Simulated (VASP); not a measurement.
A run of VASP 6.6.1:

The input INCAR:

```
PREC     = Accurate       # precision mode
ENCUT    = 520            # plane-wave cutoff, eV
EDIFF    = 1E-6           # SCF threshold, eV
ISMEAR   = -1             # smearing method
SIGMA    = 0.1            # smearing width, eV
LREAL    = F              # projectors in reciprocal space
LASPH    = T              # aspherical terms in the spheres
NELM     = 80             # most SCF steps
ALGO     = Normal         # electronic algorithm
ISIF     = 2              # what is computed and relaxed
LWAVE    = F              # write WAVECAR
LCHARG   = F              # write CHGCAR
GGA      = PS             # functional
NBANDS   = 12             # bands
```

KPOINTS

```
regular mesh
0
Gamma
  20 20 20
```

File POSCAR:

```
Cd
1.0
    0.0000000000      2.1886254750      2.1886254750
    2.1886254750      0.0000000000      2.1886254750
    2.1886254750      2.1886254750      0.0000000000
Cd
1
Direct
    0.0000000000      0.0000000000      0.0000000000
```

Potentials or basis: VASP PAW PBE potentials, release 64 (Cd).

The run is started by

```sh
$ cat potpaw_PBE.64/Cd/POTCAR > POTCAR
$ mpirun -np 1 vasp_std > vasp.out
```

Hardware: 1 thread of Intel Xeon 8259CL (shared host).

Estimate the wall time of this run.

Run time: 86 s on 1 thread of Intel Xeon 8259CL (shared host), peak memory 0.18 GiB. Counts: scf iterations 11, k points 256.
